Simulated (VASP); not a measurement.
# Ga2O3 (C2/m) in VASP: single point with r2SCAN

Aim: the single point of Ga2O3 with r2SCAN.

Program: VASP 6.6.1. These are calculated values, not measurements. Logs are shortened: lines on timing, memory, paths and dates and some standing lists are left out, and cuts for length are marked.

### Step 1. The cell of the first run

It takes space group C2/m (No. 12, monoclinic). Conventional cell: a = 12.277 Å, b = 3.047 Å, c = 5.810 Å, α = 90.00°, β = 103.72°, γ = 90.00°. Within 2.4 Å of Ga (site symmetry m) lie 4 O at 1.84 to 1.87 Å. Ga (site symmetry m) has 6 O at 1.94 to 2.08 Å within 2.6 Å. Within 2.4 Å of O (site symmetry m) lie 3 Ga at 1.84 to 1.95 Å. O (site symmetry m) has 4 Ga at 1.87 to 2.08 Å within 2.5 Å. O (site symmetry m) has 3 Ga at 1.84 to 1.94 Å within 2.4 Å.

### Step 2. Single point, r2SCAN

POSCAR

```
Ga2O3
1.0
    6.1387370000     -1.5236280000      0.0004380000
    6.1387370000      1.5236280000      0.0004380000
   -1.3785900000      0.0000000000      5.6445730000
Ga O
4 6
Direct
    0.0904810000      0.0904810000      0.7952810000
    0.9095190000      0.9095190000      0.2047180000
    0.6587690000      0.6587690000      0.3144490000
    0.3412310000      0.3412310000      0.6855510000
    0.1652580000      0.1652580000      0.1095300000
    0.8347420000      0.8347420000      0.8904700000
    0.1732340000      0.1732340000      0.5627720000
    0.8267660000      0.8267660000      0.4372280000
    0.4962760000      0.4962760000      0.2559700000
    0.5037240000      0.5037240000      0.7440300000
```

INCAR.step1

```
SYSTEM = Ga2O3
  ALGO = Normal
  EDIFF = 1E-4
  ENCUT = 520
  GGA = PE
  ISMEAR = -1
  LASPH = .TRUE.
  LCHARG = .FALSE.
  LREAL = .FALSE.
  LWAVE = .TRUE.
  NBANDS = 55
  NELM = 80
  PREC = Accurate
  SIGMA = 0.05
```

INCAR.step2

```
SYSTEM = Ga2O3
  ALGO = Normal
  EDIFF = 1E-6
  ENCUT = 520
  ISIF = 2
  ISMEAR = -1
  ISTART = 1
  LASPH = .TRUE.
  LCHARG = .FALSE.
  LMIXTAU = .TRUE.
  LREAL = .FALSE.
  LWAVE = .FALSE.
  METAGGA = R2SCAN
  NBANDS = 55
  NELM = 80
  PREC = Accurate
  SIGMA = 0.05
```

KPOINTS

```
k-points
0
G
  8 8 4
  0 0 0
```

Potentials or basis: VASP PAW PBE potentials, release 64 (Ga_d, O).

Run with:

```sh
$ cat potpaw_PBE.64/Ga_d/POTCAR potpaw_PBE.64/O/POTCAR > POTCAR
$ cp INCAR.step1 INCAR
$ mpirun -np 1 vasp_std > vasp.out
$ cp INCAR.step2 INCAR
$ mpirun -np 1 vasp_std > vasp.out
```

OUTCAR:

```text
SYSTEM = Ga2O3
   EDIFF = 1E-6
   ENCUT = 520
   ISIF = 2
   ISMEAR = -1
   ISTART = 1
   LASPH = .TRUE.
   LREAL = .FALSE.
   METAGGA = R2SCAN
   NELM = 80
   PREC = Accurate

 ion  position               nearest neighbor table
   1  0.090  0.090  0.795-   5 1.84  10 1.84  10 1.84   7 1.87
   2  0.910  0.910  0.205-   6 1.84   9 1.84   9 1.84   8 1.87
   3  0.659  0.659  0.314-   9 1.94   5 1.95   5 1.95   8 2.02   7 2.08   7 2.08
   4  0.341  0.341  0.686-  10 1.94   6 1.95   6 1.95   7 2.02   8 2.08   8 2.08
   5  0.165  0.165  0.110-   1 1.84   3 1.95   3 1.95
   6  0.835  0.835  0.890-   2 1.84   4 1.95   4 1.95
   7  0.173  0.173  0.563-   1 1.87   4 2.02   3 2.08   3 2.08
   8  0.827  0.827  0.437-   2 1.87   3 2.02   4 2.08   4 2.08
   9  0.496  0.496  0.256-   2 1.84   2 1.84   3 1.94
  10  0.504  0.504  0.744-   1 1.84   1 1.84   4 1.94

  LATTYP: Found a base centered monoclinic cell.
 ALAT       =    12.2774740313
 B/A-ratio  =     0.2481989367
 C/A-ratio  =     0.4732637317
 COS(beta)  =    -0.2371897850

  Lattice vectors:

 A1 = (   6.1387370000,  -1.5236280000,   0.0004380000)
 A2 = (   6.1387370000,   1.5236280000,   0.0004380000)
 A3 = (  -1.3785900000,   0.0000000000,   5.6445730000)

Analysis of symmetry for initial positions (statically):
=====================================================================
 Subroutine PRICEL returns:
 Original cell was already a primitive cell.

 Routine SETGRP: Setting up the symmetry group for a
 base centered monoclinic supercell.

 Subroutine GETGRP returns: Found  4 space group operations
 (whereof  4 operations were pure point group operations)
 out of a pool of  4 trial point group operations.

The static configuration has the point symmetry C_2h.

Analysis of symmetry for dynamics (positions and initial velocities):
=====================================================================
 Subroutine PRICEL returns:
 Original cell was already a primitive cell.

 Routine SETGRP: Setting up the symmetry group for a
 base centered monoclinic supercell.

 Subroutine GETGRP returns: Found  4 space group operations
 (whereof  4 operations were pure point group operations)
 out of a pool of  4 trial point group operations.

The dynamic configuration has the point symmetry C_2h.

 Subroutine INISYM returns: Found  4 space group operations
 (whereof  4 operations are pure point group operations),
 and found     1 'primitive' translations

----------------------------------------------------------------------------------------

                                     Primitive cell

  volume of cell :     105.5909

  direct lattice vectors                    reciprocal lattice vectors
     6.138737000 -1.523628000  0.000438000     0.081448560 -0.328164093  0.019892412
     6.138737000  1.523628000  0.000438000     0.081448560  0.328164093  0.019892412
    -1.378590000  0.000000000  5.644573000    -0.000012640  0.000000000  0.177158232

  length of vectors
     6.324992840  6.324992840  5.810483176     0.338705252  0.338705252  0.177158233

  position of ions in fractional coordinates (direct lattice)
     0.090481000  0.090481000  0.795281000
     0.909519000  0.909519000  0.204718000
     0.658769000  0.658769000  0.314449000
     0.341231000  0.341231000  0.685551000
     0.165258000  0.165258000  0.109530000
     0.834742000  0.834742000  0.890470000
     0.173234000  0.173234000  0.562772000
     0.826766000  0.826766000  0.437228000
     0.496276000  0.496276000  0.255970000
     0.503724000  0.503724000  0.744030000

  ion indices of the primitive-cell ions
   primitive index   ion index
                 1           1
                 2           2
                 3           3
                 4           4
                 5           5
                 6           6
                 7           7
                 8           8
                 9           9
                10          10

----------------------------------------------------------------------------------------

 KPOINTS: k-points

Automatic generation of k-mesh.
 Grid dimensions read from file:
 generate k-points for:    8    8    4

 Generating k-lattice:

  Cartesian coordinates                     Fractional coordinates (reciprocal lattice)
     0.010181070 -0.041020512  0.002486551     0.125000000 -0.000000000 -0.000000000
     0.010181070  0.041020512  0.002486551    -0.000000000  0.125000000 -0.000000000
    -0.000003160  0.000000000  0.044289558     0.000000000  0.000000000  0.250000000

  Length of vectors
     0.042338156  0.042338156  0.044289558

  Shift w.r.t. Gamma in fractional coordinates (k-lattice)
     0.000000000  0.000000000  0.000000000

 Subroutine IBZKPT returns following result:
 ===========================================

 Found     78 irreducible k-points:

 Following reciprocal coordinates:
            Coordinates               Weight
  0.000000  0.000000  0.000000      1.000000
  0.125000  0.000000 -0.000000      4.000000
  0.250000  0.000000 -0.000000      4.000000
  0.375000  0.000000 -0.000000      4.000000
  0.500000  0.000000 -0.000000      2.000000
  0.125000  0.125000 -0.000000      2.000000
[... 16 lines left out ...]
  0.125000  0.000000  0.250000      4.000000
  0.250000  0.000000  0.250000      4.000000
 [... further k-points ...]
   k-points           NKPTS =     78   k-points in BZ     NKDIM =     78   number of bands    NBANDS=     55
   number of dos      NEDOS =    301   number of ions     NIONS =     10
   total plane-waves  NPLWV = 110592
   dimension x,y,z NGX =    48 NGY =   48 NGZ =   48
   dimension x,y,z NGXF=    96 NGYF=   96 NGZF=   96
   ions per type =               4   6
   NGX,Y,Z   is equivalent  to a cutoff of  12.62, 12.62, 13.73 a.u.
   NGXF,Y,Z  is equivalent  to a cutoff of  25.23, 25.23, 27.47 a.u.
 SYSTEM =  Ga2O3
   PREC   = accura    normal or accurate (medium, high low for compatibility)
   ISTART =      1    job   : 0-new  1-cont  2-samecut
   ICHARG =      0    charge: 1-file 2-atom 10-const
   ISPIN  =      1    spin polarized calculation?
   LNONCOLLINEAR =      F non collinear calculations
   LSORBIT =      F    spin-orbit coupling
   LASPH  =      T    aspherical Exc in radial PAW
   ENCUT  =  520.0 eV  38.22 Ry    6.18 a.u.  11.76 11.76 10.80*2*pi/ulx,y,z
   NELM   =     80;   NELMIN=  2; NELMDL=  0     # of ELM steps
   EDIFF  = 0.1E-05   stopping-criterion for ELM
   LREAL  =      F    real-space projection
   EDIFFG = 0.1E-04   stopping-criterion for IOM
   NSW    =      0    number of steps for IOM
   IBRION =     -1    ionic relax: 0-MD 1-quasi-New 2-CG
   NFREE  =      0    steps in history (QN), initial steepest desc. (CG)
   ISIF   =      2    stress and relaxation
   ISYM   =      2    0-nonsym 1-usesym 2-fastsym
   POTIM  = 0.5000    time-step for ionic-motion
   TEBEG  =    0.0;   TEEND  =   0.0 temperature during run
   PSTRESS=    0.0 pullay stress
   NELECT =      88.0000    total number of electrons
   NUPDOWN=      -1.0000    fix difference up-down
   EMIN   =  10.00;   EMAX   =-10.00  energy-range for DOS
   EFERMI =   0.00;   METHOD = LEGACY
   ISMEAR =    -1;   SIGMA  =   0.05  broadening in eV -4-tet -1-fermi 0-gaus
   EFERMI_NEDOS =   21; number of points for ismear=-14 and -15
   IALGO  =     38    algorithm
   IMIX   =      4    mixing-type and parameters
     AMIX     =   0.40;   BMIX     =  1.00
     AMIX_MAG =   1.60;   BMIX_MAG =  1.00
  volume/ion in A,a.u.               =      10.56        71.26
  Fermi-wavevector in a.u.,A,eV,Ry     =   1.540613  2.911336 32.293263  2.373488
  Thomas-Fermi vector in A             =   2.646675
   LORBIT       =      0    0 simple, 1 ext, 2 COOP (PROOUT), +10 PAW based schemes
   METAGGA = R2SCAN    functional components
   LHFCALC =     F    Hartree Fock is set to
   AEXX    =    0.0000 exact exchange contribution
   IVDW    =     0    specifies the selected vdW correction
   LEPSILON=     F    determine dielectric tensor
   LRPA    =     F    only Hartree local field effects (RPA)
 non-spin polarized calculation
  energy-cutoff  :      520.00
  volume of cell :      105.59
 maximum number of plane-waves:      2867
   NGX = 23   NGY = 23   NGZ = 21

 number of electron      88.0000013 magnetization

 Free energy of the ion-electron system (eV)
  ---------------------------------------------------
  ext. energy  EPLUGINS =         0.00000000
  ---------------------------------------------------
  free energy    TOTEN  =      -102.44677746 eV

  energy without entropy =     -102.44677746  energy(sigma->0) =     -102.44677746

 E-fermi :   4.4794     XC(G=0): -12.4844

 val. band max:        3.3499168212   @ k =   0.5000   0.3750   0.5000
 cond. band min:       6.3080109352   @ k =   0.0000   0.0000   0.0000
 fundamental gap:      2.9580941140
 Fermi energy:         4.4793890896

 k-point     1 :       0.0000    0.0000    0.0000
  band No.  band energies     occupation
      1     -16.4307      2.00000
      2     -15.2977      2.00000
      3     -15.2813      2.00000
      4     -15.1444      2.00000
      5     -14.7013      2.00000
      6     -14.6822      2.00000
[... 47 lines left out ...]
     54      16.6078      0.00000
     55      16.8748      0.00000

 k-point     2 :       0.1250    0.0000   -0.0000
  band No.  band energies     occupation
      1     -16.3139      2.00000
      2     -15.2839      2.00000
      3     -15.2516      2.00000
      4     -15.0715      2.00000
      5     -14.7006      2.00000
      6     -14.6800      2.00000
[... 47 lines left out ...]
     54      15.6676      0.00000
     55      15.8251      0.00000
[... 1216 lines left out ...]
     54      15.8665      0.00000
     55      16.3088      0.00000

 k-point    24 :       0.2500    0.0000    0.2500
  band No.  band energies     occupation
      1     -15.8953      2.00000
      2     -15.3436      2.00000
      3     -15.1885      2.00000
      4     -14.9259      2.00000
      5     -14.7389      2.00000
      6     -14.6464      2.00000
[... 47 lines left out ...]
     54      14.9509      0.00000
     55      16.3067      0.00000

 [... further k-points ...]

------------------------ aborting loop because EDIFF is reached ----------------------------------------

  FORCE on cell =-STRESS in cart. coord.  units (eV):
  Direction    XX          YY          ZZ          XY          YZ          ZX
  --------------------------------------------------------------------------------------
  -------------------------------------------------------------------------------------
  Total        0.2318371      0.2547618      0.4365826      0.0000000      0.0000000     -0.0454226
  in kB        3.5177660      3.8656117      6.6244583      0.0000000      0.0000000     -0.6892170
  external PRESSURE =       4.6692787 kB  Pullay stress =       0.0000000 kB

 VOLUME and BASIS-vectors are now :
 -----------------------------------------------------------------------------
  energy-cutoff  :      520.00
  volume of cell :      105.59
      direct lattice vectors                 reciprocal lattice vectors
     6.138737000 -1.523628000  0.000438000     0.081448560 -0.328164093  0.019892412
     6.138737000  1.523628000  0.000438000     0.081448560  0.328164093  0.019892412
    -1.378590000  0.000000000  5.644573000    -0.000012640  0.000000000  0.177158232

 POSITION                                       TOTAL-FORCE (eV/Angst)
 -----------------------------------------------------------------------------------
      0.01451      0.00000      4.48910         0.061018      0.000000     -0.018832
     10.88437      0.00000      1.15634        -0.061018      0.000000      0.018832
      7.65452      0.00000      1.77551         0.015437      0.000000      0.063408
      3.24436      0.00000      3.86994        -0.015437      0.000000     -0.063408
      1.87795      0.00000      0.61839        -0.040155      0.000000     -0.032137
      9.02093      0.00000      5.02705         0.040155      0.000000      0.032137
      1.35104      0.00000      3.17676        -0.021984      0.000000      0.010614
      9.54784      0.00000      2.46869         0.021984      0.000000     -0.010614
      5.74014      0.00000      1.44528         0.053274      0.000000     -0.011209
      5.15875      0.00000      4.20017        -0.053274      0.000000      0.011209
 -----------------------------------------------------------------------------------
    total drift:                               -0.000136     -0.000000      0.000794

  FREE ENERGIE OF THE ION-ELECTRON SYSTEM (eV)
  ---------------------------------------------------
  free  energy   TOTEN  =      -102.4467774558 eV

  energy  without entropy=     -102.4467774558  energy(sigma->0) =     -102.44677746
```

It took 85 min on 1 thread of Oxide Virtual Turin-like, shared host; peak memory 0.53 GiB.

What came out:

```yaml
Free_energy: -102.4468 eV
Pressure: 0.5 GPa
Largest_force: 0.065 eV/Å
Band_gap_on_the_k_mesh: 2.96 eV (least direct gap 2.98 eV)
```

Forces in eV/Å, atoms in the order of the input:
```
Ga   0.061  0.000 -0.019
Ga  -0.061  0.000  0.019
Ga   0.015  0.000  0.063
Ga  -0.015  0.000 -0.063
O   -0.040  0.000 -0.032
O    0.040  0.000  0.032
O   -0.022  0.000  0.011
O    0.022  0.000 -0.011
O    0.053  0.000 -0.011
O   -0.053  0.000  0.011
```

Caveat: the PAW data sets were made with another functional, which shifts forces and pressure a little. A k mesh can miss the band edges.
